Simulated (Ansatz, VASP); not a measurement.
# Hf: VASP beside Ansatz

```
Hf
1.0
     2.95695    0.00000    0.00000
    -1.47847    2.56079    0.00000
     0.00000    0.00000    5.05780
Hf
2
Cartesian
  0.0000 1.7072 1.2645
  1.4785 0.8536 3.7934
```

Change from the starting cell: strain -0.0750 x Voigt [1, 1, 0, 0, 0, 0], atoms carried along.

Alike in both runs: task single point; functional PBE; k mesh 18 × 18 × 10; occupations gaussian, width 0.15 eV; no spin polarisation.

```csv
,VASP,Ansatz
version,VASP 6.6.1,Ansatz 0.2.0
potentials or method,"VASP PAW PBE potentials, release 64 (Hf_pv), cutoff 520 eV","scalar-relativistic, plane waves, PAW"
valence electrons in the cell,20,52
```

```csv
,VASP,Ansatz,Ansatz less VASP
gap on the k mesh at the Fermi level (eV),none,none,-
pressure (GPa),22.0,22.5,+0.45
"traceless stress, the component that is largest in VASP (GPa)",-7.30,-7.19,+0.118
```

A gap of «none» marks a metal or a gap that the smearing closes. VASP's potentials hold 20 valence electrons a cell and Ansatz's 52, so a difference there can come from the potentials and not from the codes.

Neither program's run includes spin-orbit coupling.
